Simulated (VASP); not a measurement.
**TiO2: single point with PBE+U**

Crystal: TiO2.

```xyz
6
Lattice="2.7135 -2.7136 -0.0202 2.7135 2.7136 -0.0202 -2.6767 0.0000 4.9358" Properties=species:S:1:pos:R:3 pbc="T T T"
Ti    2.0444    2.0352    1.2137
Ti    0.7060   -2.0352    3.6816
O    -0.6540   -0.6783    3.2516
O     3.4044    0.6783    1.6438
O     2.0660   -0.6783    4.1117
O     0.6843    0.6783    0.7837
```

```yaml
Program: VASP 6.6.1
Task: single point
Functional: PBE
Potentials_or_basis: VASP PAW PBE potentials, release 64 (Ti_sv, O)
Cutoff: 520 eV
k_mesh: 6 × 6 × 6
Occupations: gaussian, width 0.05 eV
Spin: no spin polarisation
Hubbard_terms: Ti d U = 4.0 eV
Dipole_correction: no
Further_INCAR_settings: ALGO = Normal; EDIFF = 1e-06; NBANDS = 33
```

- Pressure: 0.9 GPa
- Largest force: 0.063 eV/Å
- Band gap on the k mesh: 2.68 eV (least direct gap 2.92 eV)

Forces on the atoms (eV/Å):
```
Ti   0.000  0.000  0.000
Ti   0.000  0.000  0.000
O    0.001  0.000  0.063
O   -0.001  0.000 -0.063
O   -0.001  0.000 -0.063
O    0.001  0.000  0.063
```

Stress tensor (GPa, compression positive):
```
 1.27  0.00 -0.01
 0.00  1.27  0.00
-0.01  0.00  0.16
```

Levels at points of the mesh, in eV from the valence-band top:
```tsv
k point	band 20	band 21	band 22	band 23	band 24	band 25	band 26	band 27	band 28	band 29
(0.00, 0.00, 0.00)	-0.75	-0.72	-0.72	-0.31	-0.31	2.68	3.33	4.36	4.36	4.40
(0.50, 0.00, 0.00)	-1.80	-1.64	-0.84	-0.75	-0.62	3.66	3.83	3.94	3.96	4.57
(0.50, 0.50, 0.00)	-2.37	-1.82	-1.82	0.00	0.00	3.67	3.67	4.07	4.07	5.13
(0.00, 0.00, 0.50)	-1.33	-1.17	-1.17	-0.04	-0.04	2.99	2.99	4.18	4.18	4.61
(0.50, 0.00, 0.50)	-1.80	-1.64	-0.84	-0.75	-0.62	3.66	3.83	3.94	3.96	4.57
(0.50, 0.50, 0.50)	-2.37	-1.82	-1.82	0.00	0.00	3.67	3.67	4.07	4.07	5.13
```

Eigenvalues of the final occupation matrices:
```csv
site,spin,trace,eigenvalues
site 1 d,1,0.78,0.10 0.10 0.10 0.24 0.24
site 1 d,2,0.78,0.10 0.10 0.10 0.24 0.24
site 2 d,1,0.78,0.10 0.10 0.10 0.24 0.24
site 2 d,2,0.78,0.10 0.10 0.10 0.24 0.24
```

It took 4.8 min on 1 thread of Intel Xeon 8259CL, with other jobs on the host, peak memory 0.26 GiB.

A k mesh can miss the band edges.
